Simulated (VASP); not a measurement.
Runs of VASP 6.6.1 on Ca2SeO. The structure is that of space group P4/mmm (No. 123), or close to it. The cells are those of the table. 

```csv
level,cell,k mesh,gap on the mesh (eV),pressure (GPa)
PBE,"a = 3.864, b = 3.864, c = 5.470 Å, 4 atoms",6 × 6 × 4,2.03,2.3
PBE,"a = 3.980, b = 3.980, c = 5.634 Å, 4 atoms",6 × 6 × 4,2.11,(a)
PBE,"a = 3.903, b = 3.903, c = 5.526 Å, 4 atoms",6 × 6 × 4,2.07,(b)
PBE,"a = 3.883, b = 3.883, c = 5.494 Å, 4 atoms",6 × 6 × 6,2.05,1.3
r2SCAN,"a = 3.883, b = 3.883, c = 5.494 Å, 4 atoms",6 × 6 × 6,2.51,0.4
r2SCAN,"a = 3.883, b = 3.883, c = 5.494 Å, 4 atoms",6 × 6 × 4,2.51,0.4
r2SCAN,"a = 3.959, b = 3.959, c = 5.602 Å, 4 atoms",6 × 6 × 4,2.56,-3.2
r2SCAN,"a = 3.844, b = 3.844, c = 5.439 Å, 4 atoms",6 × 6 × 4,2.48,2.6
PBE,"a = 3.942, b = 3.942, c = 5.580 Å, 4 atoms",6 × 6 × 4,2.09,-1.5
PBE,"a = 3.823, b = 3.823, c = 5.413 Å, 4 atoms",6 × 6 × 4,1.98,4.6
r2SCAN,"a = 3.921, b = 3.921, c = 5.549 Å, 4 atoms",6 × 6 × 4,2.54,-1.5
r2SCAN,"a = 3.804, b = 3.804, c = 5.382 Å, 4 atoms",6 × 6 × 4,2.42,5.1
```

Alike in all rows: task single point; potentials or basis VASP PAW PBE potentials, release 64 (O, Ca_sv, Se); no spin polarisation; cutoff (eV) 520; smearing gaussian 0.01 eV.

Task: Estimate the missing entries.

Result: (a) -3.0; (b) 0.2.

Caveats: the PAW data sets were made with another functional, which shifts forces and pressure a little (some runs).

A k mesh can miss the band edges, and the runs leave out spin-orbit coupling on Se.
